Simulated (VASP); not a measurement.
A run of VASP 6.6.1:

POSCAR

```
Ge
1.0
    3.0076538696      0.0000000000      0.0000000000
   -1.5038269348      2.6047046568      0.0000000000
    0.0000000000      0.0000000000      9.8229975381
Ge
4
Direct
    0.0000000000      0.0000000000      0.0000000000
    0.0000000000      0.0000000000      0.5000000000
    0.3333333333      0.6666666667      0.2500000000
    0.6666666667      0.3333333333      0.7500000000
```

INCAR.step1

```
SYSTEM = Ge
PREC = Accurate
ENCUT = 600
ISMEAR = -1
SIGMA = 0.1
LREAL = .False.
LASPH = .True.
NELM = 80
GGA = PE
ALGO = Normal
EDIFF = 1E-4
LWAVE = .True.
LCHARG = .False.
```

INCAR.step2

```
SYSTEM = Ge
PREC = Accurate
ENCUT = 600
EDIFF = 1E-7
ISMEAR = -1
SIGMA = 0.1
LREAL = .False.
LASPH = .True.
NELM = 80
ALGO = Normal
ISIF = 3
LWAVE = .False.
LCHARG = .False.
METAGGA = R2SCAN
LMIXTAU = .True.
IBRION = 2
NSW = 80
EDIFFG = -0.01
ISTART = 1
```

File KPOINTS:

```
Automatic mesh
0
Gamma
  12 12 4
  0 0 0
```

Potentials or basis: VASP PAW PBE potentials, release 64 (Ge_d).

Run with:

```bash
$ cat potpaw_PBE.64/Ge_d/POTCAR > POTCAR
$ cp INCAR.step1 INCAR
$ mpirun -np 1 vasp_std > vasp.out
$ cp INCAR.step2 INCAR
$ mpirun -np 1 vasp_std > vasp.out
```

Hardware: 1 thread of Oxide Virtual Turin-like Processor (shared host).

Question: How long does it take, and how much memory?

Answer: It took 26 min on 1 thread of Oxide Virtual Turin-like Processor, with other jobs on the host, peak memory 0.27 GiB. Counts: k points 57, ion steps 3.
